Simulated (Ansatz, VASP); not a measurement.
## One calculation of Ti, two programs

```
Ti
1.0
    -1.64100    1.64100    1.64100
     1.64100   -1.64100    1.64100
     1.64100    1.64100   -1.64100
Ti
1
Cartesian
  0.0000 0.0000 0.0000
```

Alike in both runs: task single point; functional PBE; dispersion D3(BJ); k mesh 8 × 8 × 8; occupations gaussian, width 0.1 eV; no spin polarisation.

```csv
,VASP,Ansatz
version,VASP 6.6.1,Ansatz 0.2.0
potentials or method,"VASP PAW PBE potentials, release 64 (Ti_sv), cutoff 500 eV","scalar-relativistic, plane waves, PAW"
valence electrons in the cell,12,12
```

Ansatz gave:

| Item | Value |
| --- | --- |
| gap on the k mesh at the Fermi level (eV) | none |
| pressure (GPa) | -8.3 |

Task: Estimate VASP's values.

Result: gap on the k mesh at the Fermi level (eV): none; pressure (GPa): -8.5.

A gap of «none» marks a metal or a gap that the smearing closes.
